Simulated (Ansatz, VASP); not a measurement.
## ZrC: VASP beside Ansatz

```
CELL_PARAMETERS angstrom
2.92404 0.00000 0.00000
0.00000 2.92404 0.00000
0.00000 0.00000 2.92404
ATOMIC_POSITIONS crystal
Zr 0.00000 0.00000 0.00000
C 0.50000 0.50000 0.50000
```

Change from the starting cell: species swapped into the NbRu type (Pm-3m, No. 221).

Alike in both runs: functional PBE; k mesh 6 × 6 × 6; occupations gaussian, width 0.2 eV; no spin polarisation.

Ansatz relaxed the structure, and its values are those at the end. VASP's run is a single point on that final structure, the one shown.

```csv
,VASP,Ansatz
version,VASP 6.6.1,Ansatz 0.2.0
potentials or method,"VASP PAW PBE potentials, release 64 (Zr_sv, C), cutoff 600 eV","scalar-relativistic, plane waves, PAW"
valence electrons in the cell,16,16
```

```csv
,VASP,Ansatz,Ansatz less VASP
gap on the k mesh at the Fermi level (eV),none,none,-
pressure (GPa),-0.3,-0.4,-0.13
```

A gap of «none» marks a metal or a gap that the smearing closes.
